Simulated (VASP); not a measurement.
# Si (Fd-3m) in VASP: a series of runs

Runs on Si. Level: PBE. Tasks: relaxation of cell and atoms.

All numbers are computed with VASP 6.6.1; they aren't measurements. Logs are shortened: lines on timing, memory, paths and dates and some standing lists are left out, and cuts for length are marked.

**1. The cell of the first run**

Symmetry: Fd-3m, No. 227, cubic system. Conventional cell: a = 5.251 Å, b = 5.251 Å, c = 5.251 Å, α = 90.00°, β = 90.00°, γ = 90.00°. Within 3.0 Å of Si (site symmetry -43m) lie 4 Si at 2.27 Å.

**2. Relaxation of cell and atoms, PBE**

File INCAR:

```
SYSTEM = Si
PREC     = Accurate       ! precision mode
ENCUT    = 500            ! plane-wave cutoff, eV
EDIFF    = 1E-7           ! SCF threshold, eV
ISMEAR   = -1             ! smearing method
SIGMA    = 0.1            ! smearing width, eV
LREAL    = .FALSE.        ! projectors in reciprocal space
LASPH    = .TRUE.         ! aspherical terms in the spheres
NELM     = 120            ! most SCF steps
ALGO     = Normal         ! electronic algorithm
ISIF     = 3              ! what is computed and relaxed
LWAVE    = .FALSE.        ! write WAVECAR
LCHARG   = .FALSE.        ! write CHGCAR
GGA      = PE             ! functional
IBRION   = 2              ! ionic algorithm
NSW      = 80             ! ionic steps
EDIFFG   = -0.01          ! ionic threshold
GGA_COMPAT= .FALSE.      
NELMIN   = 4
```

File KPOINTS:

```
regular mesh
0
G
  4 4 4
  0 0 0
```

File POSCAR:

```
Si
1.0
    0.0000000000      2.6256000000      2.6256000000
    2.6256000000      0.0000000000      2.6256000000
    2.6256000000      2.6256000000      0.0000000000
Si
2
Direct
    0.0000000000      0.0000000000      0.0000000000
    0.2500000000      0.2500000000      0.2500000000
```

Potentials or basis: VASP PAW PBE potentials, release 64 (Si).

Launch:

```
$ cat potpaw_PBE.64/Si/POTCAR > POTCAR
$ mpirun -np 1 vasp_std > vasp.out
```

OUTCAR:

```text
SYSTEM = Si
   PREC = Accurate
   ENCUT = 500
   EDIFF = 1E-7
   ISMEAR = -1
   LREAL = .FALSE.
   LASPH = .TRUE.
   NELM = 120
   ISIF = 3
   GGA = PE
   IBRION = 2
   NSW = 80
   EDIFFG = -0.01
   NELMIN = 4

 ion  position               nearest neighbor table
   1  0.000  0.000  0.000-   2 2.27   2 2.27   2 2.27   2 2.27
   2  0.250  0.250  0.250-   1 2.27   1 2.27   1 2.27   1 2.27

  LATTYP: Found a face centered cubic cell.
 ALAT       =     5.2512000000

  Lattice vectors:

 A1 = (   0.0000000000,   2.6256000000,   2.6256000000)
 A2 = (   2.6256000000,   0.0000000000,   2.6256000000)
 A3 = (   2.6256000000,   2.6256000000,   0.0000000000)

Analysis of symmetry for initial positions (statically):
=====================================================================
 Subroutine PRICEL returns:
 Original cell was already a primitive cell.

 Routine SETGRP: Setting up the symmetry group for a
 face centered cubic supercell.

 Subroutine GETGRP returns: Found 48 space group operations
 (whereof 24 operations were pure point group operations)
 out of a pool of 48 trial point group operations.

The static configuration has the point symmetry T_d .
 The point group associated with its full space group is O_h .

Analysis of symmetry for dynamics (positions and initial velocities):
=====================================================================
 Subroutine PRICEL returns:
 Original cell was already a primitive cell.

 Routine SETGRP: Setting up the symmetry group for a
 face centered cubic supercell.

 Subroutine GETGRP returns: Found 48 space group operations
 (whereof 24 operations were pure point group operations)
 out of a pool of 48 trial point group operations.

The dynamic configuration has the point symmetry T_d .
 The point group associated with its full space group is O_h .

 Subroutine INISYM returns: Found 48 space group operations
 (whereof 24 operations are pure point group operations),
 and found     1 'primitive' translations

----------------------------------------------------------------------------------------

                                     Primitive cell

  volume of cell :      36.2006

  direct lattice vectors                    reciprocal lattice vectors
     0.000000000  2.625600000  2.625600000    -0.190432663  0.190432663  0.190432663
     2.625600000  0.000000000  2.625600000     0.190432663 -0.190432663  0.190432663
     2.625600000  2.625600000  0.000000000     0.190432663  0.190432663 -0.190432663

  length of vectors
     3.713159129  3.713159129  3.713159129     0.329839048  0.329839048  0.329839048

  position of ions in fractional coordinates (direct lattice)
     0.000000000  0.000000000  0.000000000
     0.250000000  0.250000000  0.250000000

  ion indices of the primitive-cell ions
   primitive index   ion index
                 1           1
                 2           2

----------------------------------------------------------------------------------------

 KPOINTS: regular mesh

Automatic generation of k-mesh.
 Grid dimensions read from file:
 generate k-points for:    4    4    4

 Generating k-lattice:

  Cartesian coordinates                     Fractional coordinates (reciprocal lattice)
    -0.047608166  0.047608166  0.047608166     0.250000000  0.000000000  0.000000000
     0.047608166 -0.047608166  0.047608166     0.000000000  0.250000000  0.000000000
     0.047608166  0.047608166 -0.047608166     0.000000000  0.000000000  0.250000000

  Length of vectors
     0.082459762  0.082459762  0.082459762

  Shift w.r.t. Gamma in fractional coordinates (k-lattice)
     0.000000000  0.000000000  0.000000000

 Subroutine IBZKPT returns following result:
 ===========================================

 Found      8 irreducible k-points:

 Following reciprocal coordinates:
            Coordinates               Weight
  0.000000  0.000000  0.000000      1.000000
  0.250000  0.000000  0.000000      8.000000
  0.500000  0.000000  0.000000      4.000000
  0.250000  0.250000  0.000000      6.000000
  0.500000  0.250000  0.000000     24.000000
 -0.250000  0.250000  0.000000     12.000000
  0.500000  0.500000  0.000000      3.000000
 -0.250000  0.500000  0.250000      6.000000
   k-points           NKPTS =      8   k-points in BZ     NKDIM =      8   number of bands    NBANDS=      8
   number of dos      NEDOS =    301   number of ions     NIONS =      2
   total plane-waves  NPLWV =  21952
   dimension x,y,z NGX =    28 NGY =   28 NGZ =   28
   dimension x,y,z NGXF=    56 NGYF=   56 NGZF=   56
   ions per type =               2
   NGX,Y,Z   is equivalent  to a cutoff of  12.54, 12.54, 12.54 a.u.
   NGXF,Y,Z  is equivalent  to a cutoff of  25.07, 25.07, 25.07 a.u.
 SYSTEM =  Si
   PREC   = accura    normal or accurate (medium, high low for compatibility)
   ISTART =      0    job   : 0-new  1-cont  2-samecut
   ICHARG =      2    charge: 1-file 2-atom 10-const
   ISPIN  =      1    spin polarized calculation?
   LNONCOLLINEAR =      F non collinear calculations
   LSORBIT =      F    spin-orbit coupling
   LASPH  =      T    aspherical Exc in radial PAW
   ENCUT  =  500.0 eV  36.75 Ry    6.06 a.u.   6.77  6.77  6.77*2*pi/ulx,y,z
   NELM   =    120;   NELMIN=  4; NELMDL= -5     # of ELM steps
   EDIFF  = 0.1E-06   stopping-criterion for ELM
   LREAL  =      F    real-space projection
   EDIFFG = -.1E-01   stopping-criterion for IOM
   NSW    =     80    number of steps for IOM
   IBRION =      2    ionic relax: 0-MD 1-quasi-New 2-CG
   NFREE  =      1    steps in history (QN), initial steepest desc. (CG)
   ISIF   =      3    stress and relaxation
   ISYM   =      2    0-nonsym 1-usesym 2-fastsym
   POTIM  = 0.5000    time-step for ionic-motion
   TEBEG  =    0.0;   TEEND  =   0.0 temperature during run
   PSTRESS=    0.0 pullay stress
   NELECT =       8.0000    total number of electrons
   NUPDOWN=      -1.0000    fix difference up-down
   EMIN   =  10.00;   EMAX   =-10.00  energy-range for DOS
   EFERMI =   0.00;   METHOD = LEGACY
   ISMEAR =    -1;   SIGMA  =   0.10  broadening in eV -4-tet -1-fermi 0-gaus
   EFERMI_NEDOS =   21; number of points for ismear=-14 and -15
   IALGO  =     38    algorithm
   IMIX   =      4    mixing-type and parameters
     AMIX     =   0.40;   BMIX     =  1.00
     AMIX_MAG =   1.60;   BMIX_MAG =  1.00
  volume/ion in A,a.u.               =      18.10       122.15
  Fermi-wavevector in a.u.,A,eV,Ry     =   0.989767  1.870388 13.328792  0.979639
  Thomas-Fermi vector in A             =   2.121389
   LORBIT       =      0    0 simple, 1 ext, 2 COOP (PROOUT), +10 PAW based schemes
   GGA     = PE    functional components
   LHFCALC =     F    Hartree Fock is set to
   AEXX    =    0.0000 exact exchange contribution
   IVDW    =     0    specifies the selected vdW correction
   LEPSILON=     F    determine dielectric tensor
   LRPA    =     F    only Hartree local field effects (RPA)
 conjugate gradient relaxation of ions
 non-spin polarized calculation
  energy-cutoff  :      500.00
  volume of cell :       36.20
 maximum number of plane-waves:       941
   NGX = 13   NGY = 13   NGZ = 13

--------------------------------------- Ionic step        1  -------------------------------------------

 number of electron       7.9999999 magnetization

 Free energy of the ion-electron system (eV)
  ---------------------------------------------------
  ext. energy  EPLUGINS =         0.00000000
  ---------------------------------------------------
  free energy    TOTEN  =       -10.46048054 eV

  energy without entropy =      -10.45261798  energy(sigma->0) =      -10.45654926

------------------------ aborting loop because EDIFF is reached ----------------------------------------

  FORCE on cell =-STRESS in cart. coord.  units (eV):
  Direction    XX          YY          ZZ          XY          YZ          ZX
  --------------------------------------------------------------------------------------
  -------------------------------------------------------------------------------------
  Total        3.3605472      3.3605472      3.3605472      0.0000000      0.0000000     -0.0000000
  in kB      148.7321635    148.7321635    148.7321635      0.0000000      0.0000000     -0.0000000
  external PRESSURE =     148.7321635 kB  Pullay stress =       0.0000000 kB
[... 89 lines left out ...]
  FREE ENERGIE OF THE ION-ELECTRON SYSTEM (eV)
  ---------------------------------------------------
  free  energy   TOTEN  =       -10.6657921207 eV

  energy  without entropy=      -10.6628171572  energy(sigma->0) =      -10.66430464

[... ionic steps 4 to 13 ...]

--------------------------------------- Ionic step       14  -------------------------------------------

 number of electron       8.0000000 magnetization

------------------------ aborting loop because EDIFF is reached ----------------------------------------

  FORCE on cell =-STRESS in cart. coord.  units (eV):
  Direction    XX          YY          ZZ          XY          YZ          ZX
  --------------------------------------------------------------------------------------
  -------------------------------------------------------------------------------------
  Total        0.0254977      0.0254977      0.0254977     -0.0000000      0.0000000      0.0000000
  in kB        0.9942126      0.9942126      0.9942126     -0.0000000      0.0000000      0.0000000
  external PRESSURE =       0.9942126 kB  Pullay stress =       0.0000000 kB
[... 57 lines left out ...]
  energy  without entropy=      -10.6627775938  energy(sigma->0) =      -10.66428919

--------------------------------------- Ionic step       16  -------------------------------------------

 number of electron       8.0000000 magnetization

 Free energy of the ion-electron system (eV)
  ---------------------------------------------------
  ext. energy  EPLUGINS =         0.00000000
  ---------------------------------------------------
  free energy    TOTEN  =       -10.66580459 eV

  energy without entropy =      -10.66278544  energy(sigma->0) =      -10.66429502

 E-fermi :   5.9425     XC(G=0):  -9.2813

 val. band max:        5.6061280067   @ k =   0.0000   0.0000   0.0000
 cond. band min:       6.3517590424   @ k =   0.5000   0.5000   0.0000
 fundamental gap:      0.7456310357
 Fermi energy:         5.9425053815

 k-point     1 :       0.0000    0.0000    0.0000
  band No.  band energies     occupation
      1      -6.1813      2.00000
      2       5.6061      1.93311
      3       5.6061      1.93311
      4       5.6061      1.93311
      5       8.1436      0.00000
      6       8.1436      0.00000
      7       8.1436      0.00000
      8       8.6843      0.00000
[... 104 lines left out ...]
  FREE ENERGIE OF THE ION-ELECTRON SYSTEM (eV)
  ---------------------------------------------------
  free  energy   TOTEN  =       -10.6658045905 eV

  energy  without entropy=      -10.6627854414  energy(sigma->0) =      -10.66429502

 reached required accuracy - stopping structural energy minimisation
```

Run time: 13 s. Hardware: 1 thread of Intel Xeon 6975P-C (Granite Rapids), shared host; peak memory 0.14 GiB.

Results:

| Quantity | Value |
| --- | --- |
| Free energy | -10.6658 eV |
| Relaxed volume | 20.55 Å³/atom |
| Relaxed cell | a = 3.874 Å, b = 3.874 Å, c = 3.874 Å, α = 60.00°, β = 60.00°, γ = 60.00° |
| Space group after relaxing (to 0.1 Å) | Fd-3m (No. 227) |
| Energy gained by relaxing | 102.7 meV/atom |
| Ionic steps | 16 |
| Pressure after relaxing | 0.1 GPa |
| Band gap on the k mesh | 0.75 eV (least direct gap 2.54 eV) |

Step by step:
```csv
step,energy change (eV),largest force (eV/Å),pressure (GPa),volume (Å³)
1,0.0000,0.0000,14.87,36.20
2,-0.0866,0.0000,-7.51,45.74
3,-0.2053,0.0000,-0.11,41.19
4,-0.2053,0.0000,0.11,41.08
5,-0.2053,0.0000,0.11,41.08
6,-0.2053,0.0000,0.11,41.09
7,-0.2053,0.0000,0.11,41.09
8,-0.2053,0.0000,0.11,41.09
9,-0.2053,0.0000,0.11,41.09
10,-0.2053,0.0000,0.11,41.09
11,-0.2053,0.0000,0.11,41.09
12,-0.2053,0.0000,0.11,41.09
13,-0.2053,0.0000,0.10,41.09
14,-0.2053,0.0000,0.10,41.09
15,-0.2053,0.0000,0.09,41.09
16,-0.2053,0.0000,0.07,41.10
```

Final structure:
```
Si
1.0
     0.00000    2.73910    2.73910
     2.73910    0.00000    2.73910
     2.73910    2.73910    0.00000
Si
2
Direct
  0.00000 0.00000 0.00000
  0.25000 0.25000 0.25000
```

Caveat: the k points lie up to 0.50 Å⁻¹ apart in the final cell.

**3. Relaxation of cell and atoms, PBE**

File INCAR:

```
ALGO     = Normal         # electronic algorithm
EDIFF    = 1E-7           # SCF threshold, eV
EDIFFG   = -0.01          # ionic threshold
ENCUT    = 500            # plane-wave cutoff, eV
GGA      = PE             # functional
GGA_COMPAT= False        
IBRION   = 2              # ionic algorithm
ISIF     = 3              # what is computed and relaxed
ISMEAR   = -1             # smearing method
ISYM     = 0            
LASPH    = True           # aspherical terms in the spheres
LCHARG   = False          # write CHGCAR
LREAL    = False          # projectors in reciprocal space
LWAVE    = False          # write WAVECAR
NELM     = 120            # most SCF steps
NELMIN   = 4            
NSW      = 80             # ionic steps
PREC     = Accurate       # precision mode
SIGMA    = 0.1            # smearing width, eV
```

File KPOINTS:

```
k-points
0
Gamma
  4 4 4
```

POSCAR is that of step 2.

Potentials or basis: VASP PAW PBE potentials, release 64 (Si).

Launch:

```
$ cat potpaw_PBE.64/Si/POTCAR > POTCAR
$ mpirun -np 1 vasp_std > vasp.out
```

Run time: 29 s. Hardware: 1 thread of Intel Xeon 6975P-C (Granite Rapids), shared host; peak memory 0.14 GiB.

Results (log left out):

```yaml
Free_energy: -10.6658 eV
Relaxed_volume: 20.55 Å³/atom
Relaxed_cell: a = 3.874 Å, b = 3.874 Å, c = 3.874 Å, α = 60.00°, β = 60.00°, γ = 60.00°
Space_group_after_relaxing_to_0.1_Å: Fd-3m (No. 227)
Energy_gained_by_relaxing: 102.7 meV/atom
Ionic_steps: 16
Pressure_after_relaxing: 0.1 GPa
Band_gap_on_the_k_mesh: 0.75 eV (least direct gap 2.54 eV)
```

The path:
```tsv
step	energy change (eV)	largest force (eV/Å)	pressure (GPa)	volume (Å³)
1	0.0000	0.0000	14.87	36.20
2	-0.0866	0.0000	-7.51	45.74
3	-0.2053	0.0000	-0.11	41.19
4	-0.2053	0.0000	0.11	41.08
5	-0.2053	0.0000	0.11	41.08
6	-0.2053	0.0000	0.11	41.09
7	-0.2053	0.0000	0.11	41.09
8	-0.2053	0.0000	0.11	41.09
9	-0.2053	0.0000	0.11	41.09
10	-0.2053	0.0000	0.11	41.09
11	-0.2053	0.0000	0.11	41.09
12	-0.2053	0.0000	0.11	41.09
13	-0.2053	0.0000	0.10	41.09
14	-0.2053	0.0000	0.10	41.09
15	-0.2053	0.0000	0.09	41.09
16	-0.2053	0.0000	0.07	41.10
```

Final structure:
```
CELL_PARAMETERS angstrom
0.00000 2.73910 2.73910
2.73910 0.00000 2.73910
2.73910 2.73910 0.00000
ATOMIC_POSITIONS crystal
Si 0.00000 0.00000 0.00000
Si 0.25000 0.25000 0.25000
```

Levels at points of the mesh, in eV from the valence-band top:
| k point | band 2 | band 3 | band 4 | band 5 | band 6 | band 7 |
| --- | --- | --- | --- | --- | --- | --- |
| (0.00, 0.00, 0.00) | 0.00 | 0.00 | 0.00 | 2.54 | 2.54 | 2.54 |
| (0.50, 0.00, 0.00) | -6.85 | -1.18 | -1.18 | 1.44 | 3.33 | 3.33 |
| (0.00, 0.50, 0.00) | -6.85 | -1.18 | -1.18 | 1.44 | 3.33 | 3.33 |
| (0.00, 0.00, 0.50) | -6.85 | -1.18 | -1.18 | 1.44 | 3.33 | 3.33 |
| (0.50, 0.50, 0.50) | -6.85 | -1.18 | -1.18 | 1.44 | 3.33 | 3.33 |
| (0.50, 0.50, 0.00) | -7.73 | -2.79 | -2.79 | 0.75 | 0.75 | 9.88 |
| (0.00, 0.50, 0.50) | -7.73 | -2.79 | -2.79 | 0.75 | 0.75 | 9.88 |
| (0.50, 0.00, 0.50) | -7.73 | -2.79 | -2.79 | 0.75 | 0.75 | 9.88 |

Caveat: the k points lie up to 0.50 Å⁻¹ apart in the final cell. A k mesh can miss the band edges.
